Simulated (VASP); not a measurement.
A run of VASP 6.6.1 is set up as follows.

Contents of POSCAR:

```
H13O6F
1.0
    5.9814240000      0.0000000000      0.0000000000
    0.0000000000      5.9814240000      0.0000000000
    0.0000000000      0.0000000000      5.9814240000
O H F
6 13 1
Direct
    0.2454432256      0.0139598865      0.5908626441
    0.5320806550      0.6913905451      0.6910561766
   -0.0532816266      0.6669314865      0.9795493515
    0.4684001669      0.3503011992      0.0025077640
    0.2855841686      0.9213525074      0.1615000040
    0.8319256418      1.1372041173      1.1318542207
    0.3008648108      0.1633891863      0.6138839179
    0.2326870658     -0.0035108697      0.4292957664
    0.4391930751      0.8221787989      0.6523697367
    0.5742278093      0.6182975826      0.5517916804
   -0.1667495901      0.6987800898      0.8677030754
   -0.0360114916      0.5076383149      0.9657399308
    0.4810727345      0.3817151234      0.1583736582
    0.4992289462      0.4890975794     -0.0736613890
    0.2654217457      1.0287015266      0.0480320405
    0.1866946734      0.8029024527      0.1161763486
    0.7204973264      1.1795017374      1.0251906569
    0.8266760557      0.9791313908      1.1624823788
    0.7475811780      0.2731623774      0.3172823060
    0.6659283809      0.3534944187      0.4345620708
```

File INCAR.step1:

```
SYSTEM = H13O6F
ALGO = Normal
EDIFF = 1E-4
ENCUT = 520
GGA = PE
ISMEAR = -1
LASPH = .True.
LCHARG = .False.
LREAL = Auto
LWAVE = .True.
NBANDS = 44
NELM = 100
PREC = Accurate
SIGMA = 0.05
```

The input INCAR.step2:

```
SYSTEM = H13O6F
ALGO = Normal
EDIFF = 1E-6
ENCUT = 520
ISIF = 2
ISMEAR = -1
ISTART = 1
IVDW = 12
LASPH = .True.
LCHARG = .False.
LMIXTAU = .True.
LREAL = Auto
LWAVE = .False.
METAGGA = R2SCAN
NBANDS = 44
NELM = 100
PREC = Accurate
SIGMA = 0.05
VDW_A1 = 0.49484001
VDW_A2 = 5.73083694
VDW_S6 = 1.0
VDW_S8 = 0.78981345
```

Contents of KPOINTS:

```
k-points
0
Gamma
  1 1 1
  0 0 0
```

Potentials or basis: VASP PAW PBE potentials, release 64 (O, H, F).

Run with:

```bash
$ cat potpaw_PBE.64/O/POTCAR potpaw_PBE.64/H/POTCAR potpaw_PBE.64/F/POTCAR > POTCAR
$ cp INCAR.step1 INCAR
$ mpirun -np 1 vasp_gam > vasp.out
$ cp INCAR.step2 INCAR
$ mpirun -np 1 vasp_gam > vasp.out
```

Problem. What does it give for the largest force?

Solution. 1.447 eV/Å.

Problem. Estimate the dispersion energy per atom.

Solution. -0.015 eV.

Problem. Estimate the pressure.

Solution. 1.2 GPa.

Stress tensor (GPa, compression positive):
```
 0.36 -0.52  0.36
-0.52  1.17 -0.42
 0.36 -0.42  1.94
```

Caveat: the k points lie up to 1.05 Å⁻¹ apart; the atoms stand as in a frame of molecular dynamics; the PAW data sets were made with another functional, which shifts forces and pressure a little.
